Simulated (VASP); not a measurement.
# F (C2/m) in VASP: notebook, part 3 of 4

VASP 6.6.1. Earlier steps stand in the parts before.

### Step 4. Single point, PBEsol

This run uses another cell than the first one, of the same volume but with other edges.

INCAR reads:

```
  PREC = Accurate
  ENCUT = 520
  EDIFF = 1E-6
  ISMEAR = 0
  SIGMA = 0.05
  LREAL = F
  LASPH = T
  NELM = 100
  ALGO = Normal
  ISIF = 2
  LWAVE = F
  LCHARG = F
  GGA = PS
  NBANDS = 22
```

KPOINTS reads:

```
regular mesh
0
Gamma
  4 4 2
```

POSCAR reads:

```
F
1.0
    3.2173830004     -1.7907614553     -0.2481523329
    3.2173830004      1.7907614553     -0.2481523329
   -2.4366999323      0.0000000000      7.1787476776
F
4
Direct
    0.0848459664      0.0848459664      0.0940038325
    0.9151540336      0.9151540336      0.9059961675
    0.5015719855      0.5015719855      0.5937195244
    0.4984280145      0.4984280145      0.4062804756
```

Potentials or basis: VASP PAW PBE potentials, release 64 (F).

Command:

```sh
$ cat potpaw_PBE.64/F/POTCAR > POTCAR
$ mpirun -np 1 vasp_std > vasp.out
```

OUTCAR:

```text
PREC = Accurate
   ENCUT = 520
   EDIFF = 1E-6
   ISMEAR = 0
   LREAL = F
   LASPH = T
   NELM = 100
   ISIF = 2
   GGA = PS

 ion  position               nearest neighbor table
   1  0.085  0.085  0.094-   2 1.42
   2  0.915  0.915  0.906-   1 1.42
   3  0.502  0.502  0.594-   4 1.41
   4  0.498  0.498  0.406-   3 1.41

  LATTYP: Found a base centered monoclinic cell.
 ALAT       =     6.4538772692
 B/A-ratio  =     0.5549412797
 C/A-ratio  =     1.1746464453
 COS(beta)  =    -0.3932887867

  Lattice vectors:

 A1 = (   3.2173830004,  -1.7907614553,  -0.2481523329)
 A2 = (   3.2173830004,   1.7907614553,  -0.2481523329)
 A3 = (  -2.4366999323,   0.0000000000,   7.1787476776)

Analysis of symmetry for initial positions (statically):
=====================================================================
 Subroutine PRICEL returns:
 Original cell was already a primitive cell.

 Routine SETGRP: Setting up the symmetry group for a
 base centered monoclinic supercell.

 Subroutine GETGRP returns: Found  4 space group operations
 (whereof  4 operations were pure point group operations)
 out of a pool of  4 trial point group operations.

The static configuration has the point symmetry C_2h.

Analysis of symmetry for dynamics (positions and initial velocities):
=====================================================================
 Subroutine PRICEL returns:
 Original cell was already a primitive cell.

 Routine SETGRP: Setting up the symmetry group for a
 base centered monoclinic supercell.

 Subroutine GETGRP returns: Found  4 space group operations
 (whereof  4 operations were pure point group operations)
 out of a pool of  4 trial point group operations.

The dynamic configuration has the point symmetry C_2h.

 Subroutine INISYM returns: Found  4 space group operations
 (whereof  4 operations are pure point group operations),
[... 105 lines left out ...]
   EFERMI_NEDOS =   21; number of points for ismear=-14 and -15
   IALGO  =     38    algorithm
   IMIX   =      4    mixing-type and parameters
     AMIX     =   0.40;   BMIX     =  1.00
     AMIX_MAG =   1.60;   BMIX_MAG =  1.00
  volume/ion in A,a.u.               =      20.14       135.90
  Fermi-wavevector in a.u.,A,eV,Ry     =   1.151052  2.175173 18.026635  1.324920
  Thomas-Fermi vector in A             =   2.287712
   LORBIT       =      0    0 simple, 1 ext, 2 COOP (PROOUT), +10 PAW based schemes
   GGA     = PS    functional components
   LHFCALC =     F    Hartree Fock is set to
   AEXX    =    0.0000 exact exchange contribution
   IVDW    =     0    specifies the selected vdW correction
   LEPSILON=     F    determine dielectric tensor
   LRPA    =     F    only Hartree local field effects (RPA)
 non-spin polarized calculation
 Gauss-broadening in eV      SIGMA  =   0.05
  energy-cutoff  :      520.00
  volume of cell :       80.56
 maximum number of plane-waves:      2191
   NGX = 13   NGY = 13   NGZ = 29

 number of electron      28.0000005 magnetization

 Free energy of the ion-electron system (eV)
  ---------------------------------------------------
  ext. energy  EPLUGINS =         0.00000000
  ---------------------------------------------------
  free energy    TOTEN  =        -7.79893662 eV

  energy without entropy =       -7.79893662  energy(sigma->0) =       -7.79893662

 E-fermi :  -5.7761     XC(G=0):  -6.5667

 val. band max:       -6.0006956354   @ k =   0.5000   0.5000   0.0000
 cond. band min:      -3.1016272739   @ k =   0.0000   0.0000   0.0000
 fundamental gap:      2.8990683615
 Fermi energy:        -5.7760807647

 k-point     1 :       0.0000    0.0000    0.0000
  band No.  band energies     occupation
      1     -30.8602      2.00000
      2     -30.7156      2.00000
      3     -24.4954      2.00000
      4     -24.2715      2.00000
      5     -12.5216      2.00000
      6     -12.0087      2.00000
[... 339 lines left out ...]
     21       8.6745      0.00000
     22       8.7973      0.00000

------------------------ aborting loop because EDIFF is reached ----------------------------------------

  FORCE on cell =-STRESS in cart. coord.  units (eV):
  Direction    XX          YY          ZZ          XY          YZ          ZX
  --------------------------------------------------------------------------------------
  -------------------------------------------------------------------------------------
  Total       -0.3075282     -0.2561905     -0.4438357      0.0000000      0.0000000     -0.0221845
  in kB       -6.1164245     -5.0953695     -8.8274422      0.0000000      0.0000000     -0.4412265
  external PRESSURE =      -6.6797454 kB  Pullay stress =       0.0000000 kB

 VOLUME and BASIS-vectors are now :
 -----------------------------------------------------------------------------
  energy-cutoff  :      520.00
  volume of cell :       80.56
      direct lattice vectors                 reciprocal lattice vectors
     3.217383000 -1.790761455 -0.248152333     0.159583701 -0.279210834  0.054167887
     3.217383000  1.790761455 -0.248152333     0.159583701  0.279210834  0.054167887
    -2.436699932  0.000000000  7.178747678     0.011032862  0.000000000  0.143044974

 POSITION                                       TOTAL-FORCE (eV/Angst)
 -----------------------------------------------------------------------------------
      0.31690      0.00000      0.63272        -0.030055      0.000000     -0.063908
      3.68116      0.00000      6.04972         0.030055      0.000000      0.063908
      1.78078      0.00000      4.01323         0.029140      0.000000     -0.070029
      2.21728      0.00000      2.66921        -0.029140      0.000000      0.070029
 -----------------------------------------------------------------------------------
    total drift:                                0.000000      0.000000     -0.000000

  FREE ENERGIE OF THE ION-ELECTRON SYSTEM (eV)
  ---------------------------------------------------
  free  energy   TOTEN  =        -7.7989366174 eV

  energy  without entropy=       -7.7989366174  energy(sigma->0) =       -7.79893662
```

OSZICAR:

```text
N       E                     dE             d eps       ncg     rms          rms(c)
DAV:   1     0.183546905146E+03    0.18355E+03   -0.15192E+04   616   0.116E+03
DAV:   2     0.870940806540E+00   -0.18268E+03   -0.17496E+03   850   0.276E+02
DAV:   3    -0.947845576578E+01   -0.10349E+02   -0.10303E+02   718   0.660E+01
DAV:   4    -0.954866071513E+01   -0.70205E-01   -0.70200E-01   664   0.630E+00
DAV:   5    -0.954909961674E+01   -0.43890E-03   -0.43890E-03   712   0.479E-01    0.111E+01
DAV:   6    -0.824924945564E+01    0.12999E+01   -0.45571E-01   646   0.679E+00    0.630E+00
DAV:   7    -0.780064814533E+01    0.44860E+00   -0.61467E-01   622   0.744E+00    0.696E-01
DAV:   8    -0.779874567469E+01    0.19025E-02   -0.80053E-02   646   0.201E+00    0.121E-01
DAV:   9    -0.779883011564E+01   -0.84441E-04   -0.10099E-03   712   0.243E-01    0.701E-02
DAV:  10    -0.779893394975E+01   -0.10383E-03   -0.28371E-04   658   0.139E-01    0.264E-02
DAV:  11    -0.779893700766E+01   -0.30579E-05   -0.29589E-05   658   0.523E-02    0.705E-03
DAV:  12    -0.779893661743E+01    0.39024E-06   -0.45973E-06   688   0.184E-02
   1 F= -.77989366E+01 E0= -.77989366E+01  d E =-.151700E-11
```

stdout:

```text
POSCAR found type information on POSCAR F
 POSCAR found :  1 types and       4 ions
 scaLAPACK will be used
 -----------------------------------------------------------------------------
|                                                                             |
|                                                                             |
|     You enforced a specific xc type in the INCAR file but a different       |
|     I HOPE YOU KNOW WHAT YOU ARE DOING!                                     |
|                                                                             |
 -----------------------------------------------------------------------------

 LDA part: xc-table for (Slater+PW92), standard interpolation
 POSCAR, INCAR and KPOINTS ok, starting setup
 FFT: planning ... GRIDC
 FFT: planning ... GRID_SOFT
 FFT: planning ... GRID
 WAVECAR not read
 entering main loop
```

Wall time 16 s (1 thread of Intel Xeon Platinum 8488C (Sapphire Rapids), shared host); peak memory 0.18 GiB.

Results:

```yaml
Free_energy: -7.7989 eV
Pressure: -0.7 GPa
Largest_force: 0.076 eV/Å
Band_gap_on_the_k_mesh: 2.90 eV, indirect (least direct gap 2.98 eV)
```

Forces on the atoms (eV/Å):
```
F   -0.030  0.000 -0.064
F    0.030  0.000  0.064
F    0.029  0.000 -0.070
F   -0.029  0.000  0.070
```

Stress tensor (GPa, compression positive):
```
-0.61  0.00 -0.04
 0.00 -0.51  0.00
-0.04  0.00 -0.88
```

Caveat: the k points lie up to 0.51 Å⁻¹ apart; the PAW data sets were made with another functional, which shifts forces and pressure a little. A k mesh can miss the band edges.

### Step 5. Single point, PBEsol

INCAR reads:

```
SYSTEM = F
PREC     = Accurate       ! precision mode
ENCUT    = 520            ! plane-wave cutoff, eV
EDIFF    = 1E-6           ! SCF threshold, eV
ISMEAR   = 0              ! smearing method
SIGMA    = 0.05           ! smearing width, eV
LREAL    = .False.        ! projectors in reciprocal space
LASPH    = .True.         ! aspherical terms in the spheres
NELM     = 60             ! most SCF steps
ALGO     = Normal         ! electronic algorithm
ISIF     = 2              ! what is computed and relaxed
LWAVE    = .False.        ! write WAVECAR
LCHARG   = .False.        ! write CHGCAR
GGA      = PS             ! functional
NBANDS   = 22             ! bands
```

KPOINTS reads:

```
regular mesh
0
Gamma
  4 4 2
  0 0 0
```

POSCAR reads:

```
F
1.0
    3.1493047074     -1.8100133505     -0.2429015476
    3.1493047074      1.8100133505     -0.2429015476
   -2.3680365632      0.0000000000      7.2486076782
F
4
Direct
    0.0848459664      0.0848459664      0.0940038325
    0.9151540336      0.9151540336      0.9059961675
    0.5015719855      0.5015719855      0.5937195244
    0.4984280145      0.4984280145      0.4062804756
```

Potentials or basis: VASP PAW PBE potentials, release 64 (F).

Command:

```sh
$ cat potpaw_PBE.64/F/POTCAR > POTCAR
$ mpirun -np 1 vasp_std > vasp.out
```

OUTCAR:

```text
SYSTEM = F
   PREC = Accurate
   ENCUT = 520
   EDIFF = 1E-6
   ISMEAR = 0
   LREAL = .False.
   LASPH = .True.
   NELM = 60
   ISIF = 2
   GGA = PS

 ion  position               nearest neighbor table
   1  0.085  0.085  0.094-   2 1.42
   2  0.915  0.915  0.906-   1 1.42
   3  0.502  0.502  0.594-   4 1.42
   4  0.498  0.498  0.406-   3 1.42

[... 537 lines left out ...]

  FORCE on cell =-STRESS in cart. coord.  units (eV):
  Direction    XX          YY          ZZ          XY          YZ          ZX
  --------------------------------------------------------------------------------------
  -------------------------------------------------------------------------------------
  Total       -0.4273690     -0.2633208     -1.2214657      0.0000000      0.0000000     -0.0751314
  in kB       -8.4999361     -5.2371839    -24.2937167      0.0000000      0.0000000     -1.4942873
  external PRESSURE =     -12.6769456 kB  Pullay stress =       0.0000000 kB

 VOLUME and BASIS-vectors are now :
 -----------------------------------------------------------------------------
  energy-cutoff  :      520.00
  volume of cell :       80.56
      direct lattice vectors                 reciprocal lattice vectors
     3.149304707 -1.810013351 -0.242901548     0.162869019 -0.276241056  0.053207431
     3.149304707  1.810013351 -0.242901548     0.162869019  0.276241056  0.053207431
    -2.368036563  0.000000000  7.248607678     0.010915513  0.000000000  0.141523501

 POSITION                                       TOTAL-FORCE (eV/Angst)
 -----------------------------------------------------------------------------------
      0.31181      0.00000      0.64018        -0.165809      0.000000     -0.337497
      3.61877      0.00000      6.12263         0.165809      0.000000      0.337497
      1.75326      0.00000      4.05997         0.119981      0.000000     -0.365771
      2.17732      0.00000      2.70283        -0.119981      0.000000      0.365771
 -----------------------------------------------------------------------------------
    total drift:                                0.000000      0.000000     -0.000000

  FREE ENERGIE OF THE ION-ELECTRON SYSTEM (eV)
  ---------------------------------------------------
  free  energy   TOTEN  =        -7.7942838637 eV

  energy  without entropy=       -7.7942838637  energy(sigma->0) =       -7.79428386
```

Wall time 18 s (1 thread of Intel Xeon Platinum 8488C (Sapphire Rapids), shared host); peak memory 0.18 GiB.

What came out:

| Quantity | Value |
| --- | --- |
| Free energy | -7.7943 eV |
| Pressure | -1.3 GPa |
| Largest force | 0.385 eV/Å |
| Band gap on the k mesh | 2.79 eV, indirect (least direct gap 2.86 eV) |

Forces on the atoms (eV/Å):
```
F   -0.166  0.000 -0.337
F    0.166  0.000  0.337
F    0.120  0.000 -0.366
F   -0.120  0.000  0.366
```

Stress tensor (GPa, compression positive):
```
-0.85  0.00 -0.15
 0.00 -0.52  0.00
-0.15  0.00 -2.43
```

Levels at points of the mesh, in eV from the valence-band top:
```csv
k point,band 12,band 13,band 14,band 15,band 16,band 17
"(0.00, 0.00, 0.00)",-0.16,-0.10,-0.07,2.79,3.48,8.62
"(0.50, 0.00, 0.00)",-0.27,-0.26,-0.15,3.16,3.24,12.42
"(0.50, 0.50, 0.00)",-0.26,-0.17,0.00,3.11,3.24,12.76
"(0.00, 0.00, 0.50)",-0.16,-0.15,-0.08,3.08,3.16,9.44
"(0.50, 0.00, 0.50)",-0.30,-0.18,-0.06,3.01,3.38,12.32
"(0.50, 0.50, 0.50)",-0.22,-0.17,-0.08,3.15,3.24,12.36
```

Caveat: the k points lie up to 0.51 Å⁻¹ apart; the PAW data sets were made with another functional, which shifts forces and pressure a little.

[end of part 3 of 4]
